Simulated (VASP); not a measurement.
# BaTiO3 (Cm) in VASP: further runs

Runs on BaTiO3. Level: PBE. Tasks: electric field gradients.

All numbers are computed with VASP 6.6.1; they aren't measurements. Logs are shortened: lines on timing, memory, paths and dates and some standing lists are left out, and cuts for length are marked.

## Step 1: The cell of the first run

Symmetry: Cm, No. 8, monoclinic system. Conventional cell: a = 5.601 Å, b = 5.713 Å, c = 4.018 Å, α = 90.00°, β = 91.63°, γ = 90.00°. Within 3.6 Å of Ba (site symmetry m) lie 12 O at 2.76 to 2.91 Å and 8 Ti at 3.36 to 3.54 Å. Ti (site symmetry m) has 6 O at 1.87 to 2.15 Å within 2.5 Å. Within 2.5 Å of O (site symmetry m) lie 2 Ti at 1.87 to 2.15 Å. Within 3.0 Å of O (site symmetry 1) lie 2 Ti at 2.00 to 2.01 Å and 4 Ba at 2.76 to 2.91 Å and 8 O at 2.80 to 2.87 Å.

## Step 2: Electric field gradients, PBE (equal xy, yz and zx shear strains of -2 %)

File INCAR:

```
PREC = Accurate
ENCUT = 520
EDIFF = 1E-8
ISMEAR = -1
SIGMA = 0.08
LREAL = F
LASPH = T
NELM = 80
ALGO = Normal
ISIF = 2
LWAVE = F
LCHARG = F
GGA = PE
LEFG = T
NBANDS = 28
```

File KPOINTS:

```
regular mesh
0
Gamma
  7 7 7
```

File POSCAR:

```
BaTiO3
1.0
    3.9998000000     -0.0399980000     -0.0399980000
   -0.0399980000      3.9998000000     -0.0399980000
   -0.0401800000     -0.0401800000      4.0180000000
Ba Ti O
1 1 3
Direct
    0.0000000000      0.0000000000      0.0000000000
    0.5000000000      0.5000000000      0.4820000000
    0.5000000000      0.5000000000      0.0160000000
    0.5000000000      0.0000000000      0.5150000000
    0.0000000000      0.5000000000      0.5150000000
```

Potentials or basis: VASP PAW PBE potentials, release 64 (Ba_sv, Ti_sv, O).

Run with:

```
cat potpaw_PBE.64/Ba_sv/POTCAR potpaw_PBE.64/Ti_sv/POTCAR potpaw_PBE.64/O/POTCAR > POTCAR
mpirun -np 1 vasp_std > vasp.out
```

OUTCAR:

```text
PREC = Accurate
   ENCUT = 520
   EDIFF = 1E-8
   ISMEAR = -1
   LREAL = F
   LASPH = T
   NELM = 80
   ISIF = 2
   GGA = PE

 ion  position               nearest neighbor table
   1  0.000  0.000  0.000-   5 2.76   4 2.76   3 2.80   3 2.80   5 2.82   4 2.82   4 2.85   5 2.85
                             3 2.86   3 2.86   4 2.91   5 2.91   2 3.36   2 3.44   2 3.45   2 3.45
   2  0.500  0.500  0.482-   3 1.87   4 2.00   5 2.00   4 2.01   5 2.01   3 2.15   1 3.36   1 3.44
                             1 3.45   1 3.45   1 3.45   1 3.53   1 3.53   1 3.54
   3  0.500  0.500  0.016-   2 1.87   2 2.15   1 2.80   1 2.80   1 2.86   1 2.86
   4  0.500  0.000  0.515-   2 2.00   2 2.01   1 2.76   1 2.82   1 2.85   1 2.91
   5  0.000  0.500  0.515-   2 2.00   2 2.01   1 2.76   1 2.82   1 2.85   1 2.91

  LATTYP: Found a base centered monoclinic cell.
 ALAT       =     5.6005770344
 B/A-ratio  =     1.0200979445
 C/A-ratio  =     1.2140916598
 COS(beta)  =    -0.8068647163

  Lattice vectors:

 A1 = (  -3.9998000000,   0.0399980000,   0.0399980000)
 A2 = (   0.0399980000,  -3.9998000000,   0.0399980000)
 A3 = (   3.9196220000,   3.9196220000,   3.9380040000)

Analysis of symmetry for initial positions (statically):
=====================================================================
 Subroutine PRICEL returns:
 Original cell was already a primitive cell.

 Routine SETGRP: Setting up the symmetry group for a
 base centered monoclinic supercell.

 Subroutine GETGRP returns: Found  2 space group operations
 (whereof  2 operations were pure point group operations)
 out of a pool of  4 trial point group operations.

The static configuration has the point symmetry C_1h.

Analysis of symmetry for dynamics (positions and initial velocities):
=====================================================================
 Subroutine PRICEL returns:
 Original cell was already a primitive cell.

 Routine SETGRP: Setting up the symmetry group for a
 base centered monoclinic supercell.

 Subroutine GETGRP returns: Found  2 space group operations
 (whereof  2 operations were pure point group operations)
 out of a pool of  4 trial point group operations.

The dynamic configuration has the point symmetry C_1h.

 Subroutine INISYM returns: Found  2 space group operations
 (whereof  2 operations are pure point group operations),
 and found     1 'primitive' translations

----------------------------------------------------------------------------------------

                                     Primitive cell

  volume of cell :      64.2622

  direct lattice vectors                    reciprocal lattice vectors
     3.999800000 -0.039998000 -0.039998000     0.250063018  0.002525889  0.002525889
    -0.039998000  3.999800000 -0.039998000     0.002525889  0.250063018  0.002525889
    -0.040180000 -0.040180000  4.018000000     0.002514448  0.002514448  0.248930329

  length of vectors
     4.000199960  4.000199960  4.018401780     0.250088531  0.250088531  0.248955726

  position of ions in fractional coordinates (direct lattice)
     0.000000000  0.000000000  0.000000000
     0.500000000  0.500000000  0.482000000
     0.500000000  0.500000000  0.016000000
     0.500000000  1.000000000  0.515000000
     1.000000000  0.500000000  0.515000000

  ion indices of the primitive-cell ions
   primitive index   ion index
                 1           1
                 2           2
                 3           3
                 4           4
                 5           5

----------------------------------------------------------------------------------------

 KPOINTS: regular mesh

Automatic generation of k-mesh.
 Grid dimensions read from file:
 generate k-points for:    7    7    7

 Generating k-lattice:
[... 51 lines left out ...]
   NGXF,Y,Z  is equivalent  to a cutoff of  24.94, 24.94, 24.82 a.u.
 SYSTEM =  unknown system
   PREC   = accura    normal or accurate (medium, high low for compatibility)
   ISTART =      0    job   : 0-new  1-cont  2-samecut
   ICHARG =      2    charge: 1-file 2-atom 10-const
   ISPIN  =      1    spin polarized calculation?
   LNONCOLLINEAR =      F non collinear calculations
   LSORBIT =      F    spin-orbit coupling
   LASPH  =      T    aspherical Exc in radial PAW
   ENCUT  =  520.0 eV  38.22 Ry    6.18 a.u.   7.44  7.44  7.47*2*pi/ulx,y,z
   NELM   =     80;   NELMIN=  2; NELMDL= -5     # of ELM steps
   EDIFF  = 0.1E-07   stopping-criterion for ELM
   LREAL  =      F    real-space projection
   EDIFFG = 0.1E-06   stopping-criterion for IOM
   NSW    =      0    number of steps for IOM
   IBRION =     -1    ionic relax: 0-MD 1-quasi-New 2-CG
   NFREE  =      0    steps in history (QN), initial steepest desc. (CG)
   ISIF   =      2    stress and relaxation
   ISYM   =      2    0-nonsym 1-usesym 2-fastsym
   POTIM  = 0.5000    time-step for ionic-motion
   TEBEG  =    0.0;   TEEND  =   0.0 temperature during run
   PSTRESS=    0.0 pullay stress
   NELECT =      40.0000    total number of electrons
   NUPDOWN=      -1.0000    fix difference up-down
   EMIN   =  10.00;   EMAX   =-10.00  energy-range for DOS
   EFERMI =   0.00;   METHOD = LEGACY
   ISMEAR =    -1;   SIGMA  =   0.08  broadening in eV -4-tet -1-fermi 0-gaus
   EFERMI_NEDOS =   21; number of points for ismear=-14 and -15
   IALGO  =     38    algorithm
   IMIX   =      4    mixing-type and parameters
     AMIX     =   0.40;   BMIX     =  1.00
     AMIX_MAG =   1.60;   BMIX_MAG =  1.00
  volume/ion in A,a.u.               =      12.85        86.73
  Fermi-wavevector in a.u.,A,eV,Ry     =   1.397794  2.641447 26.583431  1.953827
  Thomas-Fermi vector in A             =   2.521015
   LORBIT       =      0    0 simple, 1 ext, 2 COOP (PROOUT), +10 PAW based schemes
   GGA     = PE    functional components
   LHFCALC =     F    Hartree Fock is set to
   AEXX    =    0.0000 exact exchange contribution
   IVDW    =     0    specifies the selected vdW correction
   LEPSILON=     F    determine dielectric tensor
   LRPA    =     F    only Hartree local field effects (RPA)
 non-spin polarized calculation
  energy-cutoff  :      520.00
  volume of cell :       64.26
 maximum number of plane-waves:      1755
 NGX is ok and might be reduce to    30
   NGX = 15   NGY = 15   NGZ = 15

 number of electron      39.9999971 magnetization

 Free energy of the ion-electron system (eV)
  ---------------------------------------------------
  ext. energy  EPLUGINS =         0.00000000
  ---------------------------------------------------
  free energy    TOTEN  =       -39.95110067 eV

  energy without entropy =      -39.95109937  energy(sigma->0) =      -39.95110002

 E-fermi :   4.7929     XC(G=0): -11.2423

 val. band max:        3.7824743802   @ k =   0.4286   0.4286   0.4286
 cond. band min:       5.6251049307   @ k =   0.0000   0.0000   0.0000
 fundamental gap:      1.8426305505
 Fermi energy:         4.7928741223

 k-point     1 :       0.0000    0.0000    0.0000
  band No.  band energies     occupation
      1     -52.7243      2.00000
      2     -28.9823      2.00000
      3     -28.9407      2.00000
      4     -28.9266      2.00000
      5     -21.0163      2.00000
      6     -13.0747      2.00000
[... 733 lines left out ...]
     27       9.9577      0.00000
     28      11.7234      0.00000

 [... further k-points ...]

------------------------ aborting loop because EDIFF is reached ----------------------------------------

  FORCE on cell =-STRESS in cart. coord.  units (eV):
  Direction    XX          YY          ZZ          XY          YZ          ZX
  --------------------------------------------------------------------------------------
  -------------------------------------------------------------------------------------
  Total        1.6213271      1.6213271      2.2495099      1.0171786      0.9808581      0.9808580
  in kB       40.4227557     40.4227557     56.0845425     25.3601880     24.4546514     24.4546491
  external PRESSURE =      45.6433513 kB  Pullay stress =       0.0000000 kB

 VOLUME and BASIS-vectors are now :
 -----------------------------------------------------------------------------
  energy-cutoff  :      520.00
  volume of cell :       64.26
      direct lattice vectors                 reciprocal lattice vectors
     3.999800000 -0.039998000 -0.039998000     0.250063018  0.002525889  0.002525889
    -0.039998000  3.999800000 -0.039998000     0.002525889  0.250063018  0.002525889
    -0.040180000 -0.040180000  4.018000000     0.002514448  0.002514448  0.248930329

 POSITION                                       TOTAL-FORCE (eV/Angst)
 -----------------------------------------------------------------------------------
      0.00000      0.00000      0.00000        -0.000817     -0.000817     -0.067876
      1.96053      1.96053      1.89668         0.045483      0.045483      0.075578
      1.97926      1.97926      0.02429        -0.022432     -0.022432      0.308219
      1.97921     -0.04069      2.04927        -0.020161     -0.002074     -0.157960
     -0.04069      1.97921      2.04927        -0.002074     -0.020161     -0.157960
 -----------------------------------------------------------------------------------
    total drift:                                0.000079      0.000079     -0.000267

  FREE ENERGIE OF THE ION-ELECTRON SYSTEM (eV)
  ---------------------------------------------------
  free  energy   TOTEN  =       -39.9511006700 eV

  energy  without entropy=      -39.9510993712  energy(sigma->0) =      -39.95110002

 Electric field gradients (V/A^2)
---------------------------------------------------------------------
 ion       V_xx      V_yy      V_zz      V_xy      V_xz      V_yz
---------------------------------------------------------------------
   1       2.217     2.217    -4.435   -12.030   -12.130   -12.130
   2       0.985     0.985    -1.971     3.665     3.775     3.775
   3      -8.143    -8.143    16.286     0.207    -2.342    -2.342
   4     -13.212    27.416   -14.203    -2.739     0.223    -2.634
   5      27.416   -13.212   -14.203    -2.739    -2.634     0.223
---------------------------------------------------------------------

 Electric field gradients after diagonalization (V/A^2)
 (convention: |V_zz| > |V_xx| > |V_yy|)
----------------------------------------------------------------------
 ion       V_xx      V_yy      V_zz     asymmetry (V_yy - V_xx)/ V_zz
----------------------------------------------------------------------
   1      14.247    10.240   -24.487       0.164
   2      -4.942    -2.679     7.621       0.297
   3      -8.381    -8.350    16.731       0.002
   4     -14.372   -13.394    27.766       0.035
   5     -14.372   -13.394    27.766       0.035
----------------------------------------------------------------------

           NMR quadrupolar parameters

 Cq : quadrupolar parameter    Cq=e*Q*V_zz/h
 eta: asymmetry parameters     (V_yy - V_xx)/ V_zz
 Q  : nuclear electric quadrupole moment in mb (millibarn)
----------------------------------------------------------------------
 ion       Cq(MHz)       eta       Q (mb)
----------------------------------------------------------------------
   1      -0.059       0.164       1.000
   2       0.018       0.297       1.000
   3       0.040       0.002       1.000
   4       0.067       0.035       1.000
   5       0.067       0.035       1.000
----------------------------------------------------------------------
```

Wall time 92 s (1 thread of Intel Xeon 6975P-C (Granite Rapids), shared host); peak memory 0.29 GiB.

What came out:

| Item | Value |
| --- | --- |
| Free energy | -39.9511 eV |
| Pressure | 4.6 GPa |
| Largest force | 0.310 eV/Å |
| Band gap on the k mesh | 1.84 eV (least direct gap 1.99 eV) |
| Largest electric field gradient by atom | Ba -24.5; Ti +7.6; O +16.7, +27.8 (each value once) V/Å² |

Forces in eV/Å, atoms in the order of the input:
```
Ba  -0.001 -0.001 -0.068
Ti   0.045  0.045  0.076
O   -0.022 -0.022  0.308
O   -0.020 -0.002 -0.158
O   -0.002 -0.020 -0.158
```

Stress tensor (GPa, compression positive):
```
4.04 2.54 2.45
2.54 4.04 2.45
2.45 2.45 5.61
```

Electric field gradients, principal values (V/Å²):
```csv
atom,least,middle,greatest (by size)
1 Ba,10.240,14.247,-24.487
2 Ti,-2.679,-4.942,7.621
3 O,-8.350,-8.381,16.731
4 O,-13.394,-14.372,27.766
5 O,-13.394,-14.372,27.766
```

Caveat: the cell differs from its parent crystal (equal xy, yz and zx shear strains of -2 %); the cell stands under pressure; without QUAD_EFG the Cq values of the log hold for a quadrupole moment of 1 mb, not for the nuclei; spin-orbit coupling is left out, which moves the levels of the heavy elements; an odd mesh through Γ misses points on the zone boundary, where band edges can lie.

(Continued in part 2 of 2.)
